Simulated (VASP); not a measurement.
# KBr (P4mm) in VASP: single point with PBE

Aim: the single point of KBr with PBE.

Program: VASP 6.6.1. These are calculated values, not measurements. Logs are shortened: lines on timing, memory, paths and dates and some standing lists are left out, and cuts for length are marked.

### Step 1. The cell of the first run

The structure is tetragonal, space group P4mm (No. 99). Conventional cell: a = 4.043 Å, b = 4.043 Å, c = 4.043 Å, α = 90.00°, β = 90.00°, γ = 90.00°. K (site symmetry 4mm) has 8 Br at 3.43 to 3.58 Å and 6 K at 4.04 Å within 4.5 Å. Within 4.5 Å of Br (site symmetry 4mm) lie 8 K at 3.43 to 3.58 Å and 6 Br at 4.04 Å.

### Step 2. Single point, PBE

INCAR reads:

```
PREC = Accurate ; ENCUT = 520
EDIFF = 1E-6 ; ISMEAR = 0
SIGMA = 0.05 ; LREAL = False
LASPH = True ; NELM = 100
ALGO = Normal ; ISIF = 2
LWAVE = False ; LCHARG = False
GGA = PE ; NBANDS = 15
```

KPOINTS reads:

```
Automatic mesh
0
Gamma
  6 6 6
```

POSCAR reads:

```
KBr
1.0
    4.0434990000      0.0000000000      0.0000000000
    0.0000000000      4.0434990000      0.0000000000
    0.0000000000      0.0000000000      4.0434990000
K Br
1 1
Direct
   -0.0309138199      0.0000000000      0.0000000000
    0.5000000000      0.5000000000      0.5000000000
```

Potentials or basis: VASP PAW PBE potentials, release 64 (K_sv, Br).

Started as:

```
cat potpaw_PBE.64/K_sv/POTCAR potpaw_PBE.64/Br/POTCAR > POTCAR
mpirun -np 1 vasp_std > vasp.out
```

OUTCAR:

```text
PREC = Accurate
   ENCUT = 520
   EDIFF = 1E-6
   ISMEAR = 0
   LREAL = False
   LASPH = True
   NELM = 100
   ISIF = 2
   GGA = PE

 ion  position               nearest neighbor table
   1  0.969  0.000  0.000-
   2  0.500  0.500  0.500-

  LATTYP: Found a simple cubic cell.
 ALAT       =     4.0434990000

  Lattice vectors:

 A1 = (   4.0434990000,   0.0000000000,   0.0000000000)
 A2 = (   0.0000000000,   4.0434990000,   0.0000000000)
 A3 = (   0.0000000000,   0.0000000000,   4.0434990000)

Analysis of symmetry for initial positions (statically):
=====================================================================
 Subroutine PRICEL returns:
 Original cell was already a primitive cell.

 Routine SETGRP: Setting up the symmetry group for a
 simple cubic supercell.

 Subroutine GETGRP returns: Found  8 space group operations
 (whereof  8 operations were pure point group operations)
 out of a pool of 48 trial point group operations.

The static configuration has the point symmetry C_4v.

Analysis of symmetry for dynamics (positions and initial velocities):
=====================================================================
 Subroutine PRICEL returns:
 Original cell was already a primitive cell.

 Routine SETGRP: Setting up the symmetry group for a
 simple cubic supercell.

 Subroutine GETGRP returns: Found  8 space group operations
 (whereof  8 operations were pure point group operations)
 out of a pool of 48 trial point group operations.

The dynamic configuration has the point symmetry C_4v.

 Subroutine INISYM returns: Found  8 space group operations
 (whereof  8 operations are pure point group operations),
 and found     1 'primitive' translations

----------------------------------------------------------------------------------------

                                     Primitive cell

  volume of cell :      66.1107

  direct lattice vectors                    reciprocal lattice vectors
     4.043499000  0.000000000  0.000000000     0.247310559  0.000000000  0.000000000
     0.000000000  4.043499000  0.000000000     0.000000000  0.247310559  0.000000000
     0.000000000  0.000000000  4.043499000     0.000000000  0.000000000  0.247310559

  length of vectors
     4.043499000  4.043499000  4.043499000     0.247310559  0.247310559  0.247310559

  position of ions in fractional coordinates (direct lattice)
     0.969086180  0.000000000  0.000000000
     0.500000000  0.500000000  0.500000000

[... 79 lines left out ...]
   NSW    =      0    number of steps for IOM
   IBRION =     -1    ionic relax: 0-MD 1-quasi-New 2-CG
   NFREE  =      0    steps in history (QN), initial steepest desc. (CG)
   ISIF   =      2    stress and relaxation
   ISYM   =      2    0-nonsym 1-usesym 2-fastsym
   POTIM  = 0.5000    time-step for ionic-motion
   TEBEG  =    0.0;   TEEND  =   0.0 temperature during run
   PSTRESS=    0.0 pullay stress
   NELECT =      16.0000    total number of electrons
   NUPDOWN=      -1.0000    fix difference up-down
   EMIN   =  10.00;   EMAX   =-10.00  energy-range for DOS
   EFERMI =   0.00;   METHOD = LEGACY
   ISMEAR =     0;   SIGMA  =   0.05  broadening in eV -4-tet -1-fermi 0-gaus
   EFERMI_NEDOS =   21; number of points for ismear=-14 and -15
   IALGO  =     38    algorithm
   IMIX   =      4    mixing-type and parameters
     AMIX     =   0.40;   BMIX     =  1.00
     AMIX_MAG =   1.60;   BMIX_MAG =  1.00
  volume/ion in A,a.u.               =      33.06       223.07
  Fermi-wavevector in a.u.,A,eV,Ry     =   1.020213  1.927923 14.161412  1.040834
  Thomas-Fermi vector in A             =   2.153770
   LORBIT       =      0    0 simple, 1 ext, 2 COOP (PROOUT), +10 PAW based schemes
   GGA     = PE    functional components
   LHFCALC =     F    Hartree Fock is set to
   AEXX    =    0.0000 exact exchange contribution
   IVDW    =     0    specifies the selected vdW correction
   LEPSILON=     F    determine dielectric tensor
   LRPA    =     F    only Hartree local field effects (RPA)
 non-spin polarized calculation
 Gauss-broadening in eV      SIGMA  =   0.05
  energy-cutoff  :      520.00
  volume of cell :       66.11
 maximum number of plane-waves:      1800
   NGX = 15   NGY = 15   NGZ = 15

 number of electron      15.9999999 magnetization

 Free energy of the ion-electron system (eV)
  ---------------------------------------------------
  ext. energy  EPLUGINS =         0.00000000
  ---------------------------------------------------
  free energy    TOTEN  =        -6.07398443 eV

  energy without entropy =       -6.07398443  energy(sigma->0) =       -6.07398443

 E-fermi :  -0.4549     XC(G=0):  -7.8220

 val. band max:       -0.7654555982   @ k =   0.0000   0.5000   0.5000
 cond. band min:       3.1024612143   @ k =   0.0000   0.0000   0.0000
 fundamental gap:      3.8679168125
 Fermi energy:        -0.4548863857

 k-point     1 :       0.0000    0.0000    0.0000
  band No.  band energies     occupation
      1     -29.4258      2.00000
      2     -13.5447      2.00000
      3     -12.8506      2.00000
      4     -12.8506      2.00000
      5     -12.8469      2.00000
      6      -1.0279      2.00000
      7      -1.0263      2.00000
      8      -1.0263      2.00000
      9       3.1025      0.00000
     10       5.0881      0.00000
     11       5.1240      0.00000
     12       8.8845      0.00000
     13       8.9075      0.00000
     14       8.9075      0.00000
[... 401 lines left out ...]
      2     -13.5775      2.00000
      3     -12.8958      2.00000
      4     -12.8693      2.00000
      5     -12.7200      2.00000
      6      -2.1819      2.00000
      7      -1.3517      2.00000
      8      -1.3405      2.00000
      9       5.5499      0.00000
     10       6.2727      0.00000
     11       6.7194      0.00000
     12       7.8689      0.00000
     13       8.1065      0.00000
     14       8.3610      0.00000
     15      10.5857      0.00000

 [... further k-points ...]
[... 5 lines left out ...]
  --------------------------------------------------------------------------------------
  -------------------------------------------------------------------------------------
  Total        0.0207603      0.0270218      0.0270218     -0.0000000      0.0000000     -0.0000000
  in kB        0.5031202      0.6548660      0.6548660     -0.0000000      0.0000000     -0.0000000
  external PRESSURE =       0.6042841 kB  Pullay stress =       0.0000000 kB

 VOLUME and BASIS-vectors are now :
 -----------------------------------------------------------------------------
  energy-cutoff  :      520.00
  volume of cell :       66.11
      direct lattice vectors                 reciprocal lattice vectors
     4.043499000  0.000000000  0.000000000     0.247310559  0.000000000  0.000000000
     0.000000000  4.043499000  0.000000000     0.000000000  0.247310559  0.000000000
     0.000000000  0.000000000  4.043499000     0.000000000  0.000000000  0.247310559

 POSITION                                       TOTAL-FORCE (eV/Angst)
 -----------------------------------------------------------------------------------
      3.91850      0.00000      0.00000         0.069170      0.000000     -0.000000
      2.02175      2.02175      2.02175        -0.069170     -0.000000      0.000000
 -----------------------------------------------------------------------------------
    total drift:                               -0.000328      0.000000      0.000000

  FREE ENERGIE OF THE ION-ELECTRON SYSTEM (eV)
  ---------------------------------------------------
  free  energy   TOTEN  =        -6.0739844279 eV

  energy  without entropy=       -6.0739844279  energy(sigma->0) =       -6.07398443
```

Wall time 35 s (1 thread of Intel Xeon Platinum 8259CL at 2.50GHz (Skylake/Cascade Lake), shared host); peak memory 0.18 GiB.

Results:

```yaml
Free_energy: -6.0740 eV
Pressure: 0.1 GPa
Largest_force: 0.069 eV/Å
Band_gap_on_the_k_mesh: 3.87 eV, indirect (least direct gap 4.13 eV)
```

Forces in eV/Å, atoms in the order of the input:
```
K    0.069  0.000  0.000
Br  -0.069  0.000  0.000
```

Caveat: the cell differs from its parent crystal (all K atoms moved +0.125 Å, as atom 1 towards its neighbour atom 1 (K) at 4.043 Å). A k mesh can miss the band edges.
